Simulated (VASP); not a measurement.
A run of VASP 6.6.1:

INCAR

```
SYSTEM = SiC
PREC = Accurate ; ENCUT = 520
EDIFF = 1E-6 ; ISMEAR = 0
SIGMA = 0.01 ; LREAL = .FALSE.
LASPH = .TRUE. ; NELM = 100
ALGO = Normal ; ISIF = 2
LWAVE = .FALSE. ; LCHARG = .TRUE.
GGA = PS ; LELF = .TRUE.
LVHAR = .TRUE. ; NBANDS = 11
```

Contents of KPOINTS:

```
regular mesh
0
G
  10 10 10
  0 0 0
```

The input POSCAR:

```
SiC
1.0
    2.1568754721      2.1568754721      0.0000000000
   -2.1568754721      2.1568754721      0.0000000000
    0.0000000000      2.1568754721      2.1568754721
Si C
1 1
Direct
    0.0000000000      0.0000000000      0.0000000000
    0.7500000000      0.2500000000      0.5000000000
```

Potentials or basis: VASP PAW PBE potentials, release 64 (Si, C).

Launch:

```bash
$ cat potpaw_PBE.64/Si/POTCAR potpaw_PBE.64/C/POTCAR > POTCAR
$ mpirun -np 1 vasp_std > vasp.out
```

Hardware: 1 thread of Intel Xeon 6975P-C, with other jobs on the host.

Question: Estimate the wall time of this run.

Answer: It took 14 s on 1 thread of Intel Xeon 6975P-C, on a shared host, peak memory 0.13 GiB. Counts: scf iterations 12, k points 47.
